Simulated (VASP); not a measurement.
A run of VASP 6.6.1:

File INCAR:

```
SYSTEM = MgO
  ALGO = Normal
  EDIFF = 1E-6
  ENCUT = 600
  GGA = PE
  GGA_COMPAT = .False.
  ISIF = 2
  ISMEAR = -1
  LASPH = .True.
  LCHARG = .False.
  LREAL = .False.
  LWAVE = .False.
  NBANDS = 11
  NELM = 120
  PREC = Accurate
  SIGMA = 0.02
```

KPOINTS

```
k-points
0
Gamma
  10 10 10
  0 0 0
```

POSCAR

```
MgO
1.0
    0.0000000000      2.2820056627      2.3961059458
    2.2820056627      0.0000000000      2.3961059458
    2.2820056627      2.2820056627      0.0000000000
Mg O
1 1
Direct
    0.0000000000      0.0000000000      0.0000000000
    0.2500000000      0.2500000000      0.2500000000
```

Potentials or basis: VASP PAW PBE potentials, release 64 (Mg, O).

The run is started by

```console
$ cat potpaw_PBE.64/Mg/POTCAR potpaw_PBE.64/O/POTCAR > POTCAR
$ mpirun -np 1 vasp_std > vasp.out
```

Hardware: 1 thread of Intel(R) Xeon(R) Platinum 8259CL CPU @ 2.50GHz (Skylake/Cascade Lake), with other jobs on the host.

Question: Estimate the wall time of this run.

Answer: Run time: 28 s on 1 thread of Intel(R) Xeon(R) Platinum 8259CL CPU @ 2.50GHz (Skylake/Cascade Lake), with other jobs on the host, peak memory 0.18 GiB. Counts: scf iterations 13, k points 102.
